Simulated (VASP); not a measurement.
A run of VASP 6.6.1 is set up as follows.

Contents of POSCAR:

```
SnSe2
1.0
    7.6503276808     -0.0000000001      0.0000000000
   -3.8251638404      6.6253781189      0.0000000000
    0.0000000000      0.0000000000      6.2270561301
Sn Se
4 8
Direct
   -0.0044262957      0.0004358996      0.0134042472
    0.0230775689      0.5117958461     -0.0012837527
    0.4819395638      0.0075449279     -0.0021811270
    0.5012915285      0.4955540561     -0.0073692928
    0.1660523463      0.3302354916      0.2595091430
    0.3424091998      0.1619427572      0.7217567830
    0.1587064197      0.8403674326      0.2481442222
    0.3184664193      0.6583815930      0.7503971222
    0.6626791403      0.3322525840      0.2683794662
    0.8411919341      0.1525029941      0.7475622353
    0.6645115975      0.8327189635      0.2561120322
    0.8431532333      0.6685529370      0.7442756100
```

The input INCAR.step1:

```
SYSTEM = SnSe2
PREC     = Accurate       ! precision mode
ENCUT    = 520            ! plane-wave cutoff, eV
ISMEAR   = -1             ! smearing method
SIGMA    = 0.069          ! smearing width, eV
LREAL    = .False.        ! projectors in reciprocal space
LASPH    = .True.         ! aspherical terms in the spheres
NELM     = 100            ! most SCF steps
NBANDS   = 64             ! bands
GGA      = PE             ! functional
ALGO     = Normal         ! electronic algorithm
EDIFF    = 1E-4           ! SCF threshold, eV
LWAVE    = .True.         ! write WAVECAR
LCHARG   = .False.        ! write CHGCAR
```

The input INCAR.step2:

```
SYSTEM = SnSe2
PREC     = Accurate       ! precision mode
ENCUT    = 520            ! plane-wave cutoff, eV
EDIFF    = 1E-7           ! SCF threshold, eV
ISMEAR   = -1             ! smearing method
SIGMA    = 0.069          ! smearing width, eV
LREAL    = .False.        ! projectors in reciprocal space
LASPH    = .True.         ! aspherical terms in the spheres
NELM     = 100            ! most SCF steps
ALGO     = Normal         ! electronic algorithm
ISIF     = 2              ! what is computed and relaxed
LWAVE    = .False.        ! write WAVECAR
LCHARG   = .False.        ! write CHGCAR
METAGGA  = R2SCAN         ! meta-GGA
LMIXTAU  = .True.       
NBANDS   = 64             ! bands
ISTART   = 1
```

Contents of KPOINTS:

```
regular mesh
0
Gamma
  3 3 2
  0 0 0
```

Potentials or basis: VASP PAW PBE potentials, release 64 (Sn_d, Se).

Command:

```sh
$ cat potpaw_PBE.64/Sn_d/POTCAR potpaw_PBE.64/Se/POTCAR > POTCAR
$ cp INCAR.step1 INCAR
$ mpirun -np 1 vasp_std > vasp.out
$ cp INCAR.step2 INCAR
$ mpirun -np 1 vasp_std > vasp.out
```

**Question.** What does it give for the band gap on the k mesh?

**Answer.** 0.68 eV, indirect (least direct gap 0.81 eV).

**Question.** What does it give for the pressure?

**Answer.** 0.7 GPa.

**Question.** What does it give for the largest force?

**Answer.** 2.179 eV/Å.

Forces in eV/Å, atoms in the order of the input:
```
Sn  -0.446 -0.065 -0.808
Sn  -1.628 -1.375  0.456
Sn   1.513  0.238  0.157
Sn   0.386  0.159  0.247
Se   0.234  0.323 -0.182
Se  -0.520  0.324  0.758
Se   0.485 -0.251  0.677
Se   1.007  0.584 -0.628
Se   0.156  0.059 -0.999
Se  -0.555  0.405  0.308
Se  -0.455 -0.266 -0.373
Se  -0.178 -0.133  0.385
```

Caveat: the k points lie up to 0.50 Å⁻¹ apart; the PAW data sets were made with another functional, which shifts forces and pressure a little; spin-orbit coupling is left out, which moves the levels of the heavy elements. A k mesh can miss the band edges.
